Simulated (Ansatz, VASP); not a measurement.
# BN: VASP beside Ansatz

File POSCAR:

```
BN
1.0
    0.0135361032      1.8048137558      1.8048137558
    1.8048137558      0.0135361032      1.8048137558
    1.8183498590      1.8183498590      0.0000000000
B N
1 1
Direct
    0.0000000000      0.0000000000      0.0000000000
    0.7500000000      0.7500000000      0.7500000000
```

File INCAR.step1:

```
  ALGO = Normal
  EDIFF = 1E-4
  ENCUT = 520
  GGA = PE
  ISMEAR = 0
  LASPH = T
  LCHARG = F
  LREAL = F
  LWAVE = T
  NBANDS = 11
  NELM = 80
  PREC = Accurate
  SIGMA = 0.05
```

INCAR.step2

```
  ALGO = Normal
  EDIFF = 1E-6
  ENCUT = 520
  ISIF = 2
  ISMEAR = 0
  ISTART = 1
  LASPH = T
  LCHARG = F
  LMIXTAU = T
  LREAL = F
  LWAVE = F
  METAGGA = R2SCAN
  NBANDS = 11
  NELM = 80
  PREC = Accurate
  SIGMA = 0.05
```

Contents of KPOINTS:

```
k-points
0
Gamma
  12 12 12
```

Input for Ansatz:

```yaml
crystal:
  lattice:
    - [0.0135361032, 1.8048137558, 1.8048137558]
    - [1.8048137558, 0.0135361032, 1.8048137558]
    - [1.818349859, 1.818349859, 0.0]
  atoms:
    - { symbol: B, position: [0.0, 0.0, 0.0] }
    - { symbol: "N", position: [0.75, 0.75, 0.75] }
basis:
  ecutwfc: 500
kpoints:
  mp_grid: { grid: [12, 12, 12] }
hamiltonian:
  xc: r2scan
scf:
  occupations: { method: gaussian, width: 0.05 }
output:
  forces: true
  stress: true
  eigenvalues: true
```

Change from the starting cell: strain +0.0150 x Voigt [0, 0, 0, 0, 0, 1], atoms carried along.

Alike in both runs: task single point; functional r2SCAN; k mesh 12 × 12 × 12; occupations gaussian, width 0.05 eV; no spin polarisation.

|  | VASP | Ansatz |
| --- | --- | --- |
| version | VASP 6.6.1 | Ansatz 0.2.0 |
| potentials or method | VASP PAW PBE potentials, release 64 (B, N), cutoff 520 eV | scalar-relativistic, plane waves, PAW |
| valence electrons in the cell | 8 | 8 |

```tsv
	VASP	Ansatz	Ansatz less VASP
gap on the k mesh at the Fermi level (eV)	4.94	4.96	+0.021
least direct gap on the mesh (eV)	9.31	9.35	+0.038
pressure (GPa)	1.3	0.1	-1.12
traceless stress, the component that is largest in VASP (GPa)	-7.06	-7.02	+0.044
rms of the force components (eV/Å)	0.009	0.007	-0.0020
```

VASP's potentials were made for PBE, not for r2SCAN. Atom by atom the forces differ by 0.002 eV/Å (rms over components).
